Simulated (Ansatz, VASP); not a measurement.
## PbS: VASP beside Ansatz

```
CELL_PARAMETERS angstrom
2.16125 1.24780 3.86497
-2.16125 1.24780 3.86497
0.00000 -2.49560 3.86497
ATOMIC_POSITIONS crystal
Pb 0.97815 0.97815 0.97815
S 0.47745 0.47745 0.47745
```

Alike in both runs: task single point; functional r2SCAN; k mesh 9 × 9 × 9; occupations gaussian, width 0.05 eV; no spin polarisation.

|  | VASP | Ansatz |
| --- | --- | --- |
| version | VASP 6.6.1 | Ansatz 0.2.0 |
| potentials or method | VASP PAW PBE potentials, release 64 (Pb_d, S), cutoff 520 eV | scalar-relativistic, plane waves, PAW |
| valence electrons in the cell | 20 | 20 |

|  | VASP | Ansatz | Ansatz less VASP |
| --- | --- | --- | --- |
| pressure (GPa) | -6.7 | -6.6 | +0.03 |
| traceless stress, the component that is largest in VASP (GPa) | -2.86 | -2.86 | 0.000 |
| rms of the force components (eV/Å) | 0.010 | 0.010 | +0.0001 |

VASP's potentials were made for PBE, not for r2SCAN. Atom by atom the forces differ by 0.000 eV/Å (rms over components). The functional is the same, so the differences come from potentials, cutoffs and numerics.

Spin-orbit coupling is off throughout.
